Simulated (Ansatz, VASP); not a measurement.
**Si: VASP beside Ansatz**

INCAR

```
SYSTEM = Si
  PREC = Accurate
  ENCUT = 600
  EDIFF = 1E-6
  ISMEAR = 0
  SIGMA = 0.1
  LREAL = .False.
  LASPH = .True.
  NELM = 100
  ALGO = Normal
  ISIF = 3
  LWAVE = .False.
  LCHARG = .False.
  GGA = PE
  IBRION = 2
  NSW = 100
  EDIFFG = -0.01
```

File KPOINTS:

```
Automatic mesh
0
Gamma
  14 14 14
  0 0 0
```

The input POSCAR:

```
Si
1.0
   -2.4192317929      2.4192317929      2.4192317929
    2.4192317929     -2.4192317929      2.4192317929
    2.4192317929      2.4192317929     -2.4192317929
Si
3
Direct
    0.0000000000      0.5000000000      0.5000000000
    0.5000000000      0.0000000000      0.5000000000
    0.5000000000      0.5000000000      0.0000000000
```

Input for Ansatz:

```yaml
crystal:
  lattice:
    - [-2.4192317929, 2.4192317929, 2.4192317929]
    - [2.4192317929, -2.4192317929, 2.4192317929]
    - [2.4192317929, 2.4192317929, -2.4192317929]
  atoms:
    - { symbol: Si, position: [0.0, 0.5, 0.5] }
    - { symbol: Si, position: [0.5, 0.0, 0.5] }
    - { symbol: Si, position: [0.5, 0.5, 0.0] }
basis:
  ecutwfc: 420
kpoints:
  mp_grid: { grid: [14, 14, 14] }
hamiltonian:
  xc: pbe
scf:
  occupations: { method: gaussian, width: 0.1 }
output:
  forces: true
  stress: true
  eigenvalues: true
relax:
  adjacent_minimum: "off"
  f_tol: 0.01
  max_steps: 80
  cell: { stress_tol: 0.05 }
```

Alike in both runs: task relaxation of cell and atoms; functional PBE; k mesh 14 × 14 × 14; occupations gaussian, width 0.1 eV; no spin polarisation.

|  | VASP | Ansatz |
| --- | --- | --- |
| version | VASP 6.6.1 | Ansatz 0.2.0 |
| potentials or method | VASP PAW PBE potentials, release 64 (Si), cutoff 600 eV | scalar-relativistic, plane waves, PAW |
| valence electrons in the cell | 12 | 12 |

```csv
,VASP,Ansatz,Ansatz less VASP
"gap on the k mesh at the Fermi level, each at its own relaxed structure (eV)",none,none,-
relaxed volume (Å³/atom),18.67,18.70,+0.025
relaxed cell length with the largest relative difference (Å),4.175,4.177,+0.0019
```

A gap of «none» marks a metal or a gap that the smearing closes.
